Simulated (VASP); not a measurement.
Input of a VASP 6.6.1 run:

INCAR

```
PREC = Accurate
ENCUT = 520
EDIFF = 1E-6
ISMEAR = 0
SIGMA = 0.15
LREAL = False
LASPH = True
NELM = 100
ALGO = Fast
ISIF = 2
LWAVE = False
LCHARG = False
GGA = PS
NBANDS = 12
```

File KPOINTS:

```
regular mesh
0
Gamma
  20 20 20
```

Contents of POSCAR:

```
Ti
1.0
    0.0000000000      1.9538750000      1.9538750000
    2.0300000000     -0.0761250000      2.0300000000
    2.0300000000      2.0300000000     -0.0761250000
Ti
1
Direct
    0.0000000000      0.0000000000      0.0000000000
```

Potentials or basis: VASP PAW PBE potentials, release 64 (Ti_sv).

Launch:

```bash
$ cat potpaw_PBE.64/Ti_sv/POTCAR > POTCAR
$ mpirun -np 1 vasp_std > vasp.out
```

Q: Estimate the band gap on the k mesh.

A: Zero (bands 6 and 7 overlap by 1.17 eV).

Q: What does it give for the pressure?

A: -0.4 GPa.

Stress tensor (GPa, compression positive):
```
-0.59  0.00  0.00
 0.00 -0.24  4.31
 0.00  4.31 -0.24
```

Caveat: the cell differs from its parent crystal (strain -0.0750 x Voigt [0, 0, 0, 1, 0, 0]); the PAW data sets were made with another functional, which shifts forces and pressure a little.
